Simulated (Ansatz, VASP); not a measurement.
# One calculation of Si, two programs

File INCAR:

```
SYSTEM = Si
PREC = Accurate
ENCUT = 500
EDIFF = 1E-6
ISMEAR = 0
SIGMA = 0.01
LREAL = .False.
LASPH = .True.
NELM = 120
ALGO = Normal
ISIF = 2
LWAVE = .False.
LCHARG = .False.
GGA = PE
NBANDS = 11
GGA_COMPAT = .False.
```

File KPOINTS:

```
regular mesh
0
Gamma
  2 2 2
  0 0 0
```

POSCAR

```
Si
1.0
    0.0000000000      2.6595762852      2.6595762852
    2.6595762852      0.0000000000      2.6595762852
    2.6595762852      2.6595762852      0.0000000000
Si
2
Direct
    0.0000000000      0.0000000000      0.0000000000
    0.2500000000      0.2500000000      0.2500000000
```

Input for Ansatz:

```yaml
crystal:
  atoms:
  - position: [0.0, 0.0, 0.0]
    symbol: Si
  - position: [0.25, 0.25, 0.25]
    symbol: Si
  lattice:
  - [0.0, 2.6595762851627494, 2.6595762851627494]
  - [2.6595762851627494, 0.0, 2.6595762851627494]
  - [2.6595762851627494, 2.6595762851627494, 0.0]
hamiltonian:
  dispersion: none
  pseudopotentials:
    kind: all_electron
    lapw:
      basis_error: 0.025 meV
      muffin_tin_radii: {Si: 1.1340267629651288}
    relativity: none
  xc: pbe
kpoints:
  mp_grid:
    grid: [2, 2, 2]
    shift: [0, 0, 0]
magnetization: {spin_polarized: false}
output: {forces: true, stress: true}
scf:
  convergence: {dr2_threshold: 1e-10 eV}
  lower_state_search: 'off'
  max_iter: 200
  occupations: {method: fixed}
```

Alike in both runs: task single point; functional PBE; k mesh 2 × 2 × 2; no spin polarisation.

|  | VASP | Ansatz |
| --- | --- | --- |
| version | VASP 6.6.1 | Ansatz 0.2 development build |
| potentials or method | VASP PAW PBE potentials, release 64 (Si), cutoff 500 eV | all-electron full-potential LAPW, non-relativistic |
| occupations | gaussian, width 0.01 eV | fixed |

```csv
,VASP,Ansatz,Ansatz less VASP
gap on the k mesh at the Fermi level (eV),0.45,0.47,+0.019
pressure (GPa),18.3,18.4,+0.09
```

Ansatz ran all-electron here, and VASP with PAW potentials.

The k mesh is coarse, so the values compare programs but aren't converged.
